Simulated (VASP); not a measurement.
A run of VASP 6.6.1 is set up as follows.

The input INCAR:

```
SYSTEM = BN
PREC = Accurate ; ENCUT = 600
EDIFF = 1E-7 ; ISMEAR = -1
SIGMA = 0.08 ; LREAL = .FALSE.
LASPH = .TRUE. ; NELM = 100
ALGO = Normal ; ISIF = 3
LWAVE = .FALSE. ; LCHARG = .FALSE.
GGA = PE ; IBRION = 2
NSW = 60 ; EDIFFG = -0.005
PSTRESS = 4400.0
```

KPOINTS

```
Automatic mesh
0
G
  18 18 18
  0 0 0
```

POSCAR

```
BN
1.0
    0.0000000000      1.5290076287      1.5290076287
    1.5290076287      0.0000000000      1.5290076287
    1.5290076287      1.5290076287      0.0000000000
B N
1 1
Direct
    0.0000000000      0.0000000000      0.0000000000
    0.2500000000      0.2500000000      0.2500000000
```

Potentials or basis: VASP PAW PBE potentials, release 64 (B, N).

Launch:

```console
$ cat potpaw_PBE.64/B/POTCAR potpaw_PBE.64/N/POTCAR > POTCAR
$ mpirun -np 1 vasp_std > vasp.out
```

Question: Predict the relaxed cell.

Answer: a = 2.177 Å, b = 2.177 Å, c = 2.177 Å, α = 60.00°, β = 60.00°, γ = 60.00°.

Question: What does it give for the relaxed volume?

Answer: 3.65 Å³/atom.

Question: What does it give for the space group after relaxing (to 0.05 Å)?

Answer: F-43m (No. 216).

Question: Estimate the band gap on the k mesh.

Answer: 4.84 eV, indirect (least direct gap 11.12 eV).

The path:
| step | energy change (eV) | largest force (eV/Å) | pressure (GPa) | volume (Å³) |
| --- | --- | --- | --- | --- |
| 1 | 0.0000 | 0.0000 | 473.69 | 7.15 |
| 2 | -1.9466 | 0.0000 | 310.63 | 7.96 |
| 3 | -0.4227 | 0.0000 | 438.56 | 7.30 |
| 4 | -0.4056 | 0.0000 | 439.98 | 7.29 |

Caveat: the cell is relaxed towards a set pressure, so the enthalpy falls and the energy may rise. A k mesh can miss the band edges.
